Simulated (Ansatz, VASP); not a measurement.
# Two plane-wave programs on Se

File INCAR:

```
SYSTEM = Se
PREC     = Accurate       ! precision mode
ENCUT    = 520            ! plane-wave cutoff, eV
EDIFF    = 1E-7           ! SCF threshold, eV
ISMEAR   = -1             ! smearing method
SIGMA    = 0.1            ! smearing width, eV
LREAL    = .FALSE.        ! projectors in reciprocal space
LASPH    = .TRUE.         ! aspherical terms in the spheres
NELM     = 80             ! most SCF steps
ALGO     = Normal         ! electronic algorithm
ISIF     = 2              ! what is computed and relaxed
LWAVE    = .FALSE.        ! write WAVECAR
LCHARG   = .TRUE.         ! write CHGCAR
GGA      = B5             ! functional
ALDAX    = 1.0          
AGGAX    = 1.0          
AGGAC    = 1.0          
ALDAC    = 0.0          
LELF     = .TRUE.         ! ELF
LVHAR    = .TRUE.       
NBANDS   = 13             ! bands
```

File KPOINTS:

```
Automatic mesh
0
G
  14 14 8
  0 0 0
```

POSCAR

```
Se
1.0
   -5.2768129138      4.9163465212      1.4420875637
    4.9163465212     -5.2768129138      1.4420875637
    3.6303546948      3.6303546948     -2.1022824221
Se
2
Direct
    0.0874639238      0.9125360762      0.0000000000
    0.6625360762      0.3374639238      0.5000000000
```

Input for Ansatz:

```yaml
crystal:
  lattice:
    - [-5.2768129138, 4.9163465212, 1.4420875637]
    - [4.9163465212, -5.2768129138, 1.4420875637]
    - [3.6303546948, 3.6303546948, -2.1022824221]
  atoms:
    - { symbol: Se, position: [0.0874639238, 0.9125360762, 0.0] }
    - { symbol: Se, position: [0.6625360762, 0.3374639238, 0.5] }
hamiltonian:
  xc: blyp
  pseudopotentials:
    kind: paw
    azcp:
      Se: "pseudopotentials/Se.paw.azcp"
basis:
  ecutwfc: 420
  fft_grid_basis: typed
kpoints:
  mp_grid: { grid: [14, 14, 8], shift: [0, 0, 0] }
magnetization:
  spin_polarized: false
scf:
  occupations: { method: fermi_dirac, width: 0.1 }
  lower_state_search: "off"
output:
  stress: true
```

Alike in both runs: task single point; functional BLYP; k mesh 14 × 14 × 8; occupations fermi-dirac, width 0.1 eV; no spin polarisation.

|  | VASP | Ansatz |
| --- | --- | --- |
| version | VASP 6.6.1 | Ansatz 0.2.0 |
| potentials or method | VASP PAW PBE potentials, release 64 (Se), cutoff 520 eV | plane waves (420 eV) with PAW, scalar-relativistic |
| valence electrons in the cell | 12 | 32 |

|  | VASP | Ansatz | Ansatz less VASP |
| --- | --- | --- | --- |
| pressure (GPa) | 0.0 | 0.0 | -0.08 |
| traceless stress, the component that is largest in VASP (GPa) | 0.28 | 0.28 | +0.008 |

VASP's potentials were made for PBE, not for BLYP. With one functional, cell and mesh, what is left measures potentials, basis and numerics. VASP's potentials hold 12 valence electrons a cell and Ansatz's 32, so a difference there can come from the potentials and not from the codes.
